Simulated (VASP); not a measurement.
## CaSe: single point with PBE

CaSe:

```
Ca Se
1.0
     0.00000    2.96754    2.96754
     2.96754    0.00000    2.96754
     2.96754    2.96754    0.00000
Ca Se
1 1
Direct
  0.00000 0.00000 0.00000
  0.50000 0.50000 0.50000
```

```json
{"Program": "VASP 6.6.1", "Task": "single point", "Functional": "PBE", "Potentials or basis": "VASP PAW PBE potentials, release 64 (Ca_sv, Se)", "Cutoff": "520 eV", "k mesh": "6 × 6 × 6", "Occupations": "gaussian, width 0.01 eV", "Spin": "no spin polarisation"}
```

```json
{
 "Pressure": "0.7 GPa",
 "Band gap on the k mesh": "2.05 eV, indirect (least direct gap 2.97 eV)"
}
```

Levels at points of the mesh, in eV from the valence-band top:
```tsv
k point	band 4	band 5	band 6	band 7	band 8	band 9	band 10	band 11	band 12	band 13
(0.00, 0.00, 0.00)	-20.77	-11.76	0.00	0.00	0.00	3.29	3.71	3.71	3.71	4.27
(0.50, 0.00, 0.00)	-20.78	-11.09	-3.25	-1.18	-1.18	4.50	5.45	5.48	5.48	7.46
(0.50, 0.50, 0.00)	-20.80	-11.20	-2.49	-0.92	-0.92	2.05	5.01	5.02	5.98	6.01
```

Run time: 26 s on 1 thread of Intel Xeon 8259CL, with other jobs on the host, peak memory 0.17 GiB.

A k mesh can miss the band edges. PBE gaps usually lie below the measured ones, often by a third to a half.
